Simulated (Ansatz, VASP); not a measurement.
**Be3Zn2Cd2Hg3S10 in VASP and in Ansatz**

File INCAR:

```
PREC = Accurate
ENCUT = 600
EDIFF = 1E-7
ISMEAR = 0
SIGMA = 0.1
LREAL = Auto
LASPH = T
NELM = 80
ALGO = Normal
ISIF = 3
LWAVE = F
LCHARG = F
GGA = PE
IBRION = 2
NSW = 45
EDIFFG = -0.04
ISYM = 0
```

KPOINTS

```
Automatic mesh
0
Gamma
  3 3 2
```

Contents of POSCAR:

```
Be3Zn2Cd2Hg3S10
1.0
    2.7515376021      2.7642435341      5.4529014765
   -2.7665547846     -2.7619917951      5.4592841982
    8.3657123839     -5.6180004940      2.7156576623
Be S Zn Cd Hg
3 10 2 2 3
Direct
    0.1796086770      0.0008686107      0.6053436861
    0.6089040916      0.9982535839      0.7751385507
    0.7883997936      0.0017225868      0.4233721474
    0.5614472873      0.8852562010      0.5990308288
    0.4832577680      0.3393098064      0.7778910651
    0.9671729842      0.8773292263      0.7717137708
    0.4199317527      0.8975900889      0.9613556834
    0.7906889512      0.9016368580      0.2337867848
    0.6840892865      0.3360821145      0.4209006014
    0.1304470197      0.9077973020      0.4305991942
    0.0582168005      0.3363532626      0.6178027265
    0.8997401066      0.3919014758      0.9881471410
    0.2947988501      0.3959033726      0.1941176277
    0.1086524564      0.4994996476      0.7874804105
    0.6951646317      0.5031537549      0.6029417027
    0.0055141306      0.9954451541      0.9904671777
    0.5156611206      0.5030389061      0.9719069039
    0.3988192547      0.9976261720      0.2049706008
    0.2818956071      0.5070870612      0.4215093865
    0.8852556472      0.5022650976      0.2166169607
```

Input for Ansatz:

```yaml
crystal:
  lattice:
    - [2.7515376021, 2.7642435341, 5.4529014765]
    - [-2.7665547846, -2.7619917951, 5.4592841982]
    - [8.3657123839, -5.618000494, 2.7156576623]
  atoms:
    - { symbol: Be, position: [0.179608677, 0.0008686107, 0.6053436861] }
    - { symbol: Be, position: [0.6089040916, 0.9982535839, 0.7751385507] }
    - { symbol: Be, position: [0.7883997936, 0.0017225868, 0.4233721474] }
    - { symbol: S, position: [0.5614472873, 0.885256201, 0.5990308288] }
    - { symbol: S, position: [0.483257768, 0.3393098064, 0.7778910651] }
    - { symbol: S, position: [0.9671729842, 0.8773292263, 0.7717137708] }
    - { symbol: S, position: [0.4199317527, 0.8975900889, 0.9613556834] }
    - { symbol: S, position: [0.7906889512, 0.901636858, 0.2337867848] }
    - { symbol: S, position: [0.6840892865, 0.3360821145, 0.4209006014] }
    - { symbol: S, position: [0.1304470197, 0.907797302, 0.4305991942] }
    - { symbol: S, position: [0.0582168005, 0.3363532626, 0.6178027265] }
    - { symbol: S, position: [0.8997401066, 0.3919014758, 0.988147141] }
    - { symbol: S, position: [0.2947988501, 0.3959033726, 0.1941176277] }
    - { symbol: Zn, position: [0.1086524564, 0.4994996476, 0.7874804105] }
    - { symbol: Zn, position: [0.6951646317, 0.5031537549, 0.6029417027] }
    - { symbol: Cd, position: [0.0055141306, 0.9954451541, 0.9904671777] }
    - { symbol: Cd, position: [0.5156611206, 0.5030389061, 0.9719069039] }
    - { symbol: Hg, position: [0.3988192547, 0.997626172, 0.2049706008] }
    - { symbol: Hg, position: [0.2818956071, 0.5070870612, 0.4215093865] }
    - { symbol: Hg, position: [0.8852556472, 0.5022650976, 0.2166169607] }
  symmetry: { detect: false }
basis:
  ecutwfc: 420
kpoints:
  mp_grid: { grid: [3, 3, 2] }
hamiltonian:
  xc: pbe
scf:
  occupations: { method: gaussian, width: 0.1 }
  lower_state_search: "off"
output:
  forces: true
  stress: true
  eigenvalues: true
relax:
  adjacent_minimum: "off"
  f_tol: 0.04
  max_steps: 25
  cell: { stress_tol: 0.3 }
```

Alike in both runs: task relaxation of cell and atoms; functional PBE; k mesh 3 × 3 × 2; occupations gaussian, width 0.1 eV; no spin polarisation.

```csv
,VASP,Ansatz
version,VASP 6.6.1,Ansatz 0.2.0
potentials or method,"VASP PAW PBE potentials, release 64 (Be, S, Zn, Cd, Hg), cutoff 600 eV","scalar-relativistic, plane waves, PAW"
valence electrons in the cell,150,190
```

```tsv
	VASP	Ansatz	Ansatz less VASP
gap on the k mesh at the Fermi level, each at its own relaxed structure (eV)	1.08	1.08	+0.001
relaxed volume (Å³/atom)	21.16	21.07	-0.095
relaxed cell length with the largest relative difference (Å)	10.460	10.441	-0.0188
```

VASP's potentials hold 150 valence electrons a cell and Ansatz's 190, so a difference there can come from the potentials and not from the codes.

Neither program's run includes spin-orbit coupling.
